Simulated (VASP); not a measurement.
Here is a VASP 6.6.1 calculation.

Contents of POSCAR:

```
CaO
1.0
    0.0000000000      2.3975501265      2.3975501265
    2.3975501265      0.0000000000      2.3975501265
    2.3975501265      2.3975501265      0.0000000000
Ca O
1 1
Direct
    0.0000000000      0.0000000000      0.0000000000
    0.5000000000      0.5000000000      0.5000000000
```

The input INCAR.step1:

```
SYSTEM = CaO
ALGO = Normal ; EDIFF = 1E-4
ENCUT = 520 ; GGA = PE
ISMEAR = 0 ; LASPH = .TRUE.
LCHARG = .FALSE. ; LREAL = .FALSE.
LWAVE = .TRUE. ; NBANDS = 15
NELM = 60 ; PREC = Accurate
SIGMA = 0.01
```

File INCAR.step2:

```
SYSTEM = CaO
ALGO = Normal ; EDIFF = 1E-6
ENCUT = 520 ; ISIF = 2
ISMEAR = 0 ; ISTART = 1
LASPH = .TRUE. ; LCHARG = .TRUE.
LELF = .TRUE. ; LMIXTAU = .TRUE.
LREAL = .FALSE. ; LVHAR = .TRUE.
LWAVE = .FALSE. ; METAGGA = R2SCAN
NBANDS = 15 ; NELM = 60
PREC = Accurate ; SIGMA = 0.01
```

The input KPOINTS:

```
k-points
0
G
  10 10 10
  0 0 0
```

Potentials or basis: VASP PAW PBE potentials, release 64 (Ca_sv, O).

Run with:

```sh
$ cat potpaw_PBE.64/Ca_sv/POTCAR potpaw_PBE.64/O/POTCAR > POTCAR
$ cp INCAR.step1 INCAR
$ mpirun -np 1 vasp_std > vasp.out
$ cp INCAR.step2 INCAR
$ mpirun -np 1 vasp_std > vasp.out
```

What does it give for the band gap on the k mesh?

4.19 eV, indirect (least direct gap 4.56 eV).

Estimate the pressure.

1.0 GPa.

Caveat: the PAW data sets were made with another functional, which shifts forces and pressure a little. r2SCAN opens gaps a little over a GGA but as a rule still falls short of measured ones.
